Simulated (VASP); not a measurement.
# KNaICl (P4/mmm) in VASP: single point with LDA

Aim: the single point of KNaICl with LDA.

All numbers are computed with VASP 6.6.1; they aren't measurements. Logs are shortened: lines on timing, memory, paths and dates and some standing lists are left out, and cuts for length are marked.

**1. The cell of the first run**

It takes space group P4/mmm (No. 123, tetragonal). Conventional cell: a = 4.040 Å, b = 4.040 Å, c = 6.243 Å, α = 90.00°, β = 90.00°, γ = 90.00°. Within 3.8 Å of K (site symmetry 4/mmm) lie 4 Cl at 2.86 Å and 2 I at 3.12 Å. Na (site symmetry 4/mmm) has 4 I at 2.86 Å and 2 Cl at 3.12 Å within 3.8 Å. I (site symmetry 4/mmm) has 4 Na at 2.86 Å and 2 K at 3.12 Å within 3.8 Å. Cl (site symmetry 4/mmm) has 4 K at 2.86 Å and 2 Na at 3.12 Å within 3.8 Å.

**2. Single point, LDA (volume 25.477 Å^3 an atom, c/a of the conventional cell 1.5451)**

File INCAR:

```
PREC = Accurate
ENCUT = 520
EDIFF = 1E-6
ISMEAR = 0
SIGMA = 0.05
LREAL = F
LASPH = T
NELM = 80
ALGO = Normal
ISIF = 2
LWAVE = F
LCHARG = F
NBANDS = 23
```

File KPOINTS:

```
regular mesh
0
Gamma
  6 6 4
```

File POSCAR:

```
KNaICl
1.0
    4.0403336321      0.0000000000      0.0000000000
    0.0000000000      4.0403336321      0.0000000000
    0.0000000000      0.0000000000      6.2427194950
K Na I Cl
1 1 1 1
Direct
    0.5000000000      0.5000000000      0.5000000000
    0.0000000000      0.0000000000      0.0000000000
    0.5000000000      0.5000000000      0.0000000000
    0.0000000000      0.0000000000      0.5000000000
```

Potentials or basis: VASP PAW LDA potentials, release 64 (K_sv, Na_pv, I, Cl).

Launch:

```sh
> cat potpaw_LDA.64/K_sv/POTCAR potpaw_LDA.64/Na_pv/POTCAR potpaw_LDA.64/I/POTCAR potpaw_LDA.64/Cl/POTCAR > POTCAR
> mpirun -np 1 vasp_std > vasp.out
```

OUTCAR:

```text
PREC = Accurate
   ENCUT = 520
   EDIFF = 1E-6
   ISMEAR = 0
   LREAL = F
   LASPH = T
   NELM = 80
   ISIF = 2

 ion  position               nearest neighbor table
   1  0.500  0.500  0.500-   4 2.86   4 2.86   4 2.86   4 2.86   3 3.12   3 3.12
   2  0.000  0.000  0.000-   3 2.86   3 2.86   3 2.86   3 2.86
   3  0.500  0.500  0.000-   2 2.86   2 2.86   2 2.86   2 2.86   1 3.12   1 3.12
   4  0.000  0.000  0.500-   1 2.86   1 2.86   1 2.86   1 2.86

  LATTYP: Found a simple tetragonal cell.
 ALAT       =     4.0403336321
 C/A-ratio  =     1.5451000000

  Lattice vectors:

 A1 = (   4.0403336321,   0.0000000000,   0.0000000000)
 A2 = (   0.0000000000,   4.0403336321,   0.0000000000)
 A3 = (   0.0000000000,   0.0000000000,   6.2427194950)

Analysis of symmetry for initial positions (statically):
=====================================================================
 Subroutine PRICEL returns:
 Original cell was already a primitive cell.

 Routine SETGRP: Setting up the symmetry group for a
 simple tetragonal supercell.

 Subroutine GETGRP returns: Found 16 space group operations
 (whereof 16 operations were pure point group operations)
 out of a pool of 16 trial point group operations.

The static configuration has the point symmetry D_4h.

Analysis of symmetry for dynamics (positions and initial velocities):
=====================================================================
 Subroutine PRICEL returns:
 Original cell was already a primitive cell.

 Routine SETGRP: Setting up the symmetry group for a
 simple tetragonal supercell.

 Subroutine GETGRP returns: Found 16 space group operations
 (whereof 16 operations were pure point group operations)
 out of a pool of 16 trial point group operations.

The dynamic configuration has the point symmetry D_4h.

 Subroutine INISYM returns: Found 16 space group operations
 (whereof 16 operations are pure point group operations),
 and found     1 'primitive' translations

----------------------------------------------------------------------------------------

                                     Primitive cell

  volume of cell :     101.9080
[... 81 lines left out ...]
   NGX,Y,Z   is equivalent  to a cutoff of  12.34, 12.34, 12.78 a.u.
   NGXF,Y,Z  is equivalent  to a cutoff of  24.69, 24.69, 25.57 a.u.
 SYSTEM =  unknown system
   PREC   = accura    normal or accurate (medium, high low for compatibility)
   ISTART =      0    job   : 0-new  1-cont  2-samecut
   ICHARG =      2    charge: 1-file 2-atom 10-const
   ISPIN  =      1    spin polarized calculation?
   LNONCOLLINEAR =      F non collinear calculations
   LSORBIT =      F    spin-orbit coupling
   LASPH  =      T    aspherical Exc in radial PAW
   ENCUT  =  520.0 eV  38.22 Ry    6.18 a.u.   7.51  7.51 11.61*2*pi/ulx,y,z
   NELM   =     80;   NELMIN=  2; NELMDL= -5     # of ELM steps
   EDIFF  = 0.1E-05   stopping-criterion for ELM
   LREAL  =      F    real-space projection
   EDIFFG = 0.1E-04   stopping-criterion for IOM
   NSW    =      0    number of steps for IOM
   IBRION =     -1    ionic relax: 0-MD 1-quasi-New 2-CG
   NFREE  =      0    steps in history (QN), initial steepest desc. (CG)
   ISIF   =      2    stress and relaxation
   ISYM   =      2    0-nonsym 1-usesym 2-fastsym
   POTIM  = 0.5000    time-step for ionic-motion
   TEBEG  =    0.0;   TEEND  =   0.0 temperature during run
   PSTRESS=    0.0 pullay stress
   NELECT =      30.0000    total number of electrons
   NUPDOWN=      -1.0000    fix difference up-down
   EMIN   =  10.00;   EMAX   =-10.00  energy-range for DOS
   EFERMI =   0.00;   METHOD = LEGACY
   ISMEAR =     0;   SIGMA  =   0.05  broadening in eV -4-tet -1-fermi 0-gaus
   EFERMI_NEDOS =   21; number of points for ismear=-14 and -15
   IALGO  =     38    algorithm
   IMIX   =      4    mixing-type and parameters
     AMIX     =   0.40;   BMIX     =  1.00
     AMIX_MAG =   1.60;   BMIX_MAG =  1.00
  volume/ion in A,a.u.               =      25.48       171.93
  Fermi-wavevector in a.u.,A,eV,Ry     =   1.089045  2.057997 16.136768  1.186019
  Thomas-Fermi vector in A             =   2.225240
   LORBIT       =      0    0 simple, 1 ext, 2 COOP (PROOUT), +10 PAW based schemes
   GGA     = CA    functional components
   LHFCALC =     F    Hartree Fock is set to
   AEXX    =    0.0000 exact exchange contribution
   IVDW    =     0    specifies the selected vdW correction
   LEPSILON=     F    determine dielectric tensor
   LRPA    =     F    only Hartree local field effects (RPA)
 non-spin polarized calculation
 Gauss-broadening in eV      SIGMA  =   0.05
  energy-cutoff  :      520.00
  volume of cell :      101.91
 maximum number of plane-waves:      2776
   NGX = 15   NGY = 15   NGZ = 23

 number of electron      29.9999994 magnetization

 Free energy of the ion-electron system (eV)
  ---------------------------------------------------
  ext. energy  EPLUGINS =         0.00000000
  ---------------------------------------------------
  free energy    TOTEN  =       -12.89870602 eV

  energy without entropy =      -12.89870602  energy(sigma->0) =      -12.89870602

 E-fermi :   1.3486     XC(G=0):  -9.1178

 val. band max:        1.1106252300   @ k =   0.5000   0.0000   0.0000
 cond. band min:       5.6543167715   @ k =   0.0000   0.0000   0.0000
 fundamental gap:      4.5436915415
 Fermi energy:         1.3486463610

 k-point     1 :       0.0000    0.0000    0.0000
  band No.  band energies     occupation
      1     -25.9629      2.00000
      2     -20.8930      2.00000
      3     -20.8930      2.00000
      4     -20.8570      2.00000
      5     -11.8194      2.00000
      6     -10.2217      2.00000
[... 613 lines left out ...]
     22      11.1151      0.00000
     23      11.2855      0.00000

 [... further k-points ...]
[... 5 lines left out ...]
  --------------------------------------------------------------------------------------
  -------------------------------------------------------------------------------------
  Total        4.6365704      4.6365704      2.2157782      0.0000000      0.0000000     -0.0000000
  in kB       72.8952395     72.8952395     34.8360250      0.0000000      0.0000000     -0.0000000
  external PRESSURE =      60.2088347 kB  Pullay stress =       0.0000000 kB

 VOLUME and BASIS-vectors are now :
 -----------------------------------------------------------------------------
  energy-cutoff  :      520.00
  volume of cell :      101.91
      direct lattice vectors                 reciprocal lattice vectors
     4.040333632  0.000000000  0.000000000     0.247504313  0.000000000  0.000000000
     0.000000000  4.040333632  0.000000000     0.000000000  0.247504313  0.000000000
     0.000000000  0.000000000  6.242719495     0.000000000  0.000000000  0.160186598

 POSITION                                       TOTAL-FORCE (eV/Angst)
 -----------------------------------------------------------------------------------
      2.02017      2.02017      3.12136         0.000000      0.000000      0.000000
      0.00000      0.00000      0.00000         0.000000      0.000000      0.000000
      2.02017      2.02017      0.00000         0.000000      0.000000      0.000000
      0.00000      0.00000      3.12136         0.000000      0.000000      0.000000
 -----------------------------------------------------------------------------------
    total drift:                                0.000000      0.000000      0.000000

  FREE ENERGIE OF THE ION-ELECTRON SYSTEM (eV)
  ---------------------------------------------------
  free  energy   TOTEN  =       -12.8987060193 eV

  energy  without entropy=      -12.8987060193  energy(sigma->0) =      -12.89870602
```

OSZICAR:

```text
N       E                     dE             d eps       ncg     rms          rms(c)
DAV:   1     0.246763483591E+03    0.24676E+03   -0.13656E+04  1412   0.122E+03
DAV:   2     0.110837618702E+02   -0.23568E+03   -0.21955E+03  1443   0.337E+02
DAV:   3    -0.123748610987E+02   -0.23459E+02   -0.23254E+02  2124   0.980E+01
DAV:   4    -0.132728519573E+02   -0.89799E+00   -0.89521E+00  1990   0.166E+01
DAV:   5    -0.133027038240E+02   -0.29852E-01   -0.29848E-01  2087   0.249E+00    0.725E+00
DAV:   6    -0.129642800901E+02    0.33842E+00   -0.51971E-01  1653   0.368E+00    0.502E+00
DAV:   7    -0.129073522413E+02    0.56928E-01   -0.27352E-01  1866   0.273E+00    0.177E+00
DAV:   8    -0.128995090006E+02    0.78432E-02   -0.50603E-02  1747   0.139E+00    0.331E-01
DAV:   9    -0.128991326412E+02    0.37636E-03   -0.29022E-03  1816   0.332E-01    0.124E-01
DAV:  10    -0.128987320011E+02    0.40064E-03   -0.76104E-04  2040   0.217E-01    0.498E-02
DAV:  11    -0.128987089311E+02    0.23070E-04   -0.27956E-04  1869   0.911E-02    0.315E-02
DAV:  12    -0.128987077523E+02    0.11788E-05   -0.23854E-05  1887   0.257E-02    0.237E-02
DAV:  13    -0.128987060511E+02    0.17012E-05   -0.72646E-06  1768   0.143E-02    0.350E-03
DAV:  14    -0.128987060193E+02    0.31781E-07   -0.61395E-07  1415   0.499E-03
   1 F= -.12898706E+02 E0= -.12898706E+02  d E =-.599405E-13
```

Run time: 62 s. Hardware: 1 thread of Intel Xeon 6975P-C (Granite Rapids), shared host; peak memory 0.22 GiB.

Results:

```
Free energy            : -12.8987 eV
Pressure               : 6.0 GPa
Band gap on the k mesh : 4.54 eV, indirect (least direct gap 4.60 eV)
```

Caveat: spin-orbit coupling is left out, which moves the levels of the heavy elements.
